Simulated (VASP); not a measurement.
# MnS (F-43m) in VASP: a series of runs, part 2 of 2

VASP 6.6.1.

## Step 4: Single point, pbesol exchange, lyp correlation, collinear spin, ferromagnetic start

File INCAR:

```
SYSTEM = MnS
PREC = Accurate
ENCUT = 500
EDIFF = 1E-6
ISMEAR = 0
SIGMA = 0.2
LREAL = .FALSE.
LASPH = .TRUE.
NELM = 200
ALGO = Normal
ISIF = 2
LWAVE = .FALSE.
LCHARG = .TRUE.
ISPIN = 2
MAGMOM = 1.76 -0.1
LORBIT = 11
NUPDOWN = 1.6
LMAXMIX = 4
GGA = LIBXC
LIBXC1 = GGA_X_PBE_SOL
LIBXC2 = GGA_C_LYP
LELF = .TRUE.
LVHAR = .TRUE.
NBANDS = 20
GGA_COMPAT = .FALSE.
```

File KPOINTS:

```
Automatic mesh
0
G
  7 7 7
  0 0 0
```

File POSCAR:

```
MnS
1.0
    0.0000000000      2.8000000000      2.8000000000
    2.8000000000      0.0000000000      2.8000000000
    2.8000000000      2.8000000000      0.0000000000
Mn S
1 1
Direct
    0.0000000000      0.0000000000      0.0000000000
    0.2500000000      0.2500000000      0.2500000000
```

Command:

```
$ cat potpaw_PBE.64/Mn_pv/POTCAR potpaw_PBE.64/S/POTCAR > POTCAR
$ mpirun -np 1 vasp_std > vasp.out
```

Wall time 42 s (1 thread of AMD EPYC 7R43 (Zen 3), shared host); peak memory 0.15 GiB.

It converged, with:

| Item | Value |
| --- | --- |
| Free energy | -12.6943 eV |
| Pressure | -17.9 GPa |
| Net moment | 1.60 μB per cell |
| Site moments | Mn +1.66; S -0.09 μB |
| Valence electrons inside the program's atomic spheres | Mn 11.50; S 3.62 |

Caveat: the cell stands under tension; the PAW data sets were made with another functional, which shifts forces and pressure a little; the total moment is fixed, so each spin has its own Fermi level; a cell with one magnetic atom can't hold antiferromagnetic order, which such compounds often take.

## Step 5: Single point, pbesol exchange, lyp correlation, collinear spin, ferromagnetic start

File INCAR:

```
PREC = Accurate ; ENCUT = 500
EDIFF = 1E-6 ; ISMEAR = 0
SIGMA = 0.2 ; LREAL = F
LASPH = T ; NELM = 200
ALGO = Normal ; ISIF = 2
LWAVE = F ; LCHARG = F
ISPIN = 2 ; MAGMOM = 2.57 -0.11
LORBIT = 11 ; NUPDOWN = 2.4
LMAXMIX = 4 ; GGA = LIBXC
LIBXC1 = GGA_X_PBE_SOL ; LIBXC2 = GGA_C_LYP
NBANDS = 20 ; GGA_COMPAT = F
```

File KPOINTS:

```
regular mesh
0
Gamma
  7 7 7
```

POSCAR is that of step 4.

Potentials or basis: VASP PAW PBE potentials, release 64 (Mn_pv, S).

Command:

```
$ cat potpaw_PBE.64/Mn_pv/POTCAR potpaw_PBE.64/S/POTCAR > POTCAR
$ mpirun -np 1 vasp_std > vasp.out
```

OUTCAR:

```text
PREC = Accurate
   ENCUT = 500
   EDIFF = 1E-6
   ISMEAR = 0
   LREAL = F
   LASPH = T
   NELM = 200
   ISIF = 2
   ISPIN = 2
   LORBIT = 11
   NUPDOWN = 2.4
   GGA = LIBXC

 ion  position               nearest neighbor table
   1  0.000  0.000  0.000-   2 2.42   2 2.42   2 2.42   2 2.42
   2  0.250  0.250  0.250-   1 2.42   1 2.42   1 2.42   1 2.42

  LATTYP: Found a face centered cubic cell.
 ALAT       =     5.6000000000

  Lattice vectors:

 A1 = (   0.0000000000,   2.8000000000,   2.8000000000)
 A2 = (   2.8000000000,   0.0000000000,   2.8000000000)
 A3 = (   2.8000000000,   2.8000000000,   0.0000000000)

Analysis of symmetry for initial positions (statically):
=====================================================================
 Subroutine PRICEL returns:
 Original cell was already a primitive cell.

 Routine SETGRP: Setting up the symmetry group for a
 face centered cubic supercell.

 Subroutine GETGRP returns: Found 24 space group operations
 (whereof 24 operations were pure point group operations)
 out of a pool of 48 trial point group operations.

The static configuration has the point symmetry T_d .

Analysis of symmetry for dynamics (positions and initial velocities):
=====================================================================
 Subroutine PRICEL returns:
 Original cell was already a primitive cell.

 Routine SETGRP: Setting up the symmetry group for a
 face centered cubic supercell.

 Subroutine GETGRP returns: Found 24 space group operations
 (whereof 24 operations were pure point group operations)
 out of a pool of 48 trial point group operations.

The dynamic configuration has the point symmetry T_d .

Analysis of structural, dynamic, and magnetic symmetry:
=====================================================================
 Subroutine PRICEL returns:
[... 146 lines left out ...]
  ---------------------------------------------------
  ext. energy  EPLUGINS =         0.00000000
  ---------------------------------------------------
  free energy    TOTEN  =       -12.96826916 eV

  energy without entropy =      -12.87697894  energy(sigma->0) =      -12.92262405

 E-fermi :   4.8248     XC(G=0):  -9.0238

 val. band max:        4.7454354907   @ k =  -0.2857   0.2857   0.0000
 cond. band min:       4.0536487018   @ k =   0.2857   0.1429   0.0000
 fundamental gap:     -0.6917867889
 Fermi energy:         4.0386109915

 spin component 1

 k-point     1 :       0.0000    0.0000    0.0000
  band No.  band energies     occupation
      1     -44.5701      1.00000
      2     -44.5701      1.00000
      3     -44.5701      1.00000
      4      -9.2713      1.00000
      5       0.3967      1.00000
      6       0.3967      1.00000
[... 436 lines left out ...]
      6      -0.0313      1.00000
[... 12 lines left out ...]
     19      18.5579      0.00000
     20      18.9549      0.00000
 Fermi energy:         4.8247840797

 spin component 2

 k-point     1 :       0.0000    0.0000    0.0000
  band No.  band energies     occupation
      1     -42.0488      1.00000
      2     -42.0488      1.00000
      3     -42.0488      1.00000
      4      -9.3367      1.00000
      5       0.9512      1.00000
      6       0.9512      1.00000
[... 449 lines left out ...]
     19      18.6753      0.00000
     20      19.0512      0.00000

------------------------ aborting loop because EDIFF is reached ----------------------------------------

  FORCE on cell =-STRESS in cart. coord.  units (eV):
  Direction    XX          YY          ZZ          XY          YZ          ZX
  --------------------------------------------------------------------------------------
  -------------------------------------------------------------------------------------
  Total       -4.0982730     -4.0982730     -4.0982730      0.0000000      0.0000000      0.0000000
  in kB     -149.5572163   -149.5572163   -149.5572163      0.0000000      0.0000000      0.0000000
  external PRESSURE =    -149.5572163 kB  Pullay stress =       0.0000000 kB

 VOLUME and BASIS-vectors are now :
 -----------------------------------------------------------------------------
  energy-cutoff  :      500.00
  volume of cell :       43.90
      direct lattice vectors                 reciprocal lattice vectors
     0.000000000  2.800000000  2.800000000    -0.178571429  0.178571429  0.178571429
     2.800000000  0.000000000  2.800000000     0.178571429 -0.178571429  0.178571429
     2.800000000  2.800000000  0.000000000     0.178571429  0.178571429 -0.178571429

 POSITION                                       TOTAL-FORCE (eV/Angst)
 -----------------------------------------------------------------------------------
      0.00000      0.00000      0.00000        -0.000000      0.000000      0.000000
      1.40000      1.40000      1.40000         0.000000     -0.000000     -0.000000
 -----------------------------------------------------------------------------------
    total drift:                                0.000000      0.000000      0.000000

  FREE ENERGIE OF THE ION-ELECTRON SYSTEM (eV)
  ---------------------------------------------------
  free  energy   TOTEN  =       -12.9682691581 eV

  energy  without entropy=      -12.8769789416  energy(sigma->0) =      -12.92262405

 total charge

# of ion       s       p       d       tot
------------------------------------------
    1        0.247   6.170   5.066  11.483
    2        1.324   2.313   0.000   3.637
--------------------------------------------------
tot          1.571   8.483   5.066  15.120

 magnetization (x)

# of ion       s       p       d       tot
------------------------------------------
    1        0.022   0.015   2.380   2.416
    2        0.002  -0.101   0.000  -0.099
--------------------------------------------------
tot          0.024  -0.086   2.380   2.317
```

OSZICAR:

```text
N       E                     dE             d eps       ncg     rms          rms(c)
DAV:   1     0.146709129140E+03    0.14671E+03   -0.97291E+03  1616   0.900E+02
DAV:   2    -0.640804985643E+01   -0.15312E+03   -0.14569E+03  1688   0.267E+02
DAV:   3    -0.144236395425E+02   -0.80156E+01   -0.79116E+01  1812   0.668E+01
DAV:   4    -0.145277567782E+02   -0.10412E+00   -0.10404E+00  1836   0.788E+00
DAV:   5    -0.145295794004E+02   -0.18226E-02   -0.18226E-02  1832   0.109E+00    0.108E+01
DAV:   6    -0.147113809940E+02   -0.18180E+00   -0.12248E+01  1776   0.387E+01    0.149E+01
DAV:   7    -0.129979836676E+02    0.17134E+01   -0.46329E+00  1764   0.284E+01    0.375E+00
DAV:   8    -0.129708404783E+02    0.27143E-01   -0.12027E-01  1848   0.256E+00    0.182E+00
DAV:   9    -0.129710901866E+02   -0.24971E-03   -0.20389E-02  2176   0.121E+00    0.564E-01
DAV:  10    -0.129682721673E+02    0.28180E-02   -0.87654E-03  1768   0.108E+00    0.141E-01
DAV:  11    -0.129682404278E+02    0.31740E-04   -0.71516E-04  1832   0.164E-01    0.108E-01
DAV:  12    -0.129682618074E+02   -0.21380E-04   -0.89654E-05  1808   0.771E-02    0.694E-02
DAV:  13    -0.129682653874E+02   -0.35800E-05   -0.11823E-05  1796   0.312E-02    0.305E-02
DAV:  14    -0.129682688850E+02   -0.34976E-05   -0.60834E-06  1688   0.190E-02    0.577E-03
DAV:  15    -0.129682691581E+02   -0.27313E-06   -0.26023E-07  1076   0.462E-03
   1 F= -.12968269E+02 E0= -.12922624E+02  d E =-.912902E-01  mag=     2.4000
```

Wall time 40 s (1 thread of AMD EPYC 7R43 (Zen 3), shared host); peak memory 0.16 GiB.

What came out:

```yaml
Free_energy: -12.9683 eV
Pressure: -15.0 GPa
Net_moment: 2.40 μB per cell
Site_moments: Mn +2.42; S -0.10 μB
Valence_electrons_inside_the_program's_atomic_spheres: Mn 11.48; S 3.64
```

Caveat: the cell stands under tension; the PAW data sets were made with another functional, which shifts forces and pressure a little; the total moment is fixed, so each spin has its own Fermi level; a cell with one magnetic atom can't hold antiferromagnetic order, which such compounds often take.

## Step 6: The runs side by side

| spin | fixed moment (μB) | pressure (GPa) | moment (μB) |
| --- | --- | --- | --- |
| collinear, zero start | 0.0 | -20.7 | 0.00 |
| collinear, ferromagnetic start | 0.8 | -19.9 | 0.80 |
| collinear, ferromagnetic start | 1.6 | -17.9 | 1.60 |
| collinear, ferromagnetic start | 2.4 | -15.0 | 2.40 |

Alike in all rows: task single point; level pbesol exchange, lyp correlation; potentials or basis VASP PAW PBE potentials, release 64 (Mn_pv, S); cell as given; k mesh 7 × 7 × 7; cutoff (eV) 500; smearing gaussian 0.2 eV.

Caveats: the cell stands under tension; the PAW data sets were made with another functional, which shifts forces and pressure a little; the total moment is fixed, so each spin has its own Fermi level; a cell with one magnetic atom can't hold antiferromagnetic order, which such compounds often take (at least some runs).

Total energies depend on the potentials used, so only differences within one code and one set of settings carry meaning.
